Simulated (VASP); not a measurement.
Here is a VASP 6.6.1 calculation.

Contents of INCAR:

```
ALGO = Normal
EDIFF = 1E-6
EDIFFG = -0.01
ENCUT = 600
GGA = PE
IBRION = 2
ISIF = 3
ISMEAR = 0
LASPH = T
LCHARG = F
LREAL = F
LWAVE = F
NELM = 80
NSW = 100
PREC = Accurate
SIGMA = 0.1
```

File KPOINTS:

```
k-points
0
Gamma
  12 12 8
```

POSCAR

```
AlAs5
1.0
    5.4208671315      0.0000000000      0.0000000000
   -2.7104335658      4.6946086464      0.0000000000
    0.0000000000      0.0000000000      5.0548874892
Al As
1 5
Direct
    0.0000000000      0.0000000000      0.0000000000
    0.3333333333      0.6666666667      0.0000000000
    0.6666666667      0.3333333333      0.0000000000
    0.5000000000      0.0000000000      0.5000000000
    0.5000000000      0.5000000000      0.5000000000
    0.0000000000      0.5000000000      0.5000000000
```

Potentials or basis: VASP PAW PBE potentials, release 64 (Al, As).

Run with:

```sh
$ cat potpaw_PBE.64/Al/POTCAR potpaw_PBE.64/As/POTCAR > POTCAR
$ mpirun -np 1 vasp_std > vasp.out
```

What does it give for the relaxed cell?

a = 5.375 Å, b = 5.375 Å, c = 5.128 Å, α = 90.00°, β = 90.00°, γ = 120.00°.

Estimate the space group after relaxing (to 0.1 Å).

P6/mmm (No. 191).

Stress tensor (GPa, compression positive):
```
-0.07  0.00  0.00
 0.00 -0.07  0.00
 0.00  0.00  0.03
```
